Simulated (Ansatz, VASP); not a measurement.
## Two plane-wave programs on SbAs

```
Sb As
1.0
     3.83053    0.00000    0.00000
    -1.91526    3.31733    0.00000
     0.00000    0.00000   35.82189
Sb As
2 2
Direct
  0.00000 0.00000 0.19653
  0.33333 0.66667 0.34739
  0.33333 0.66667 0.23887
  0.00000 0.00000 0.38968
```

Alike in both runs: functional PBE; dispersion D3(BJ); k mesh 6 × 6 × 1; occupations gaussian, width 0.1 eV; no spin polarisation.

Ansatz relaxed the structure, and its values are those at the end. VASP's run is a single point on that final structure, the one shown.

|  | VASP | Ansatz |
| --- | --- | --- |
| version | VASP 6.6.1 | Ansatz 0.2.0 |
| potentials or method | VASP PAW PBE potentials, release 64 (Sb, As), cutoff 520 eV | scalar-relativistic, plane waves, PAW |
| valence electrons in the cell | 20 | 60 |

VASP gave:

| Property | Result |
| --- | --- |
| gap on the k mesh at the Fermi level (eV) | 1.07 |
| least direct gap on the mesh (eV) | 1.54 |
| rms of the force components (eV/Å) | 0.051 |

Question: Estimate Ansatz's values.

Answer: gap on the k mesh at the Fermi level (eV): 1.06; least direct gap on the mesh (eV): 1.55; rms of the force components (eV/Å): 0.005.

VASP's potentials hold 20 valence electrons a cell and Ansatz's 60, so a difference there can come from the potentials and not from the codes. Ansatz's warnings: slab cell height set, structure snapped to symmetry.

Spin-orbit coupling is off throughout.
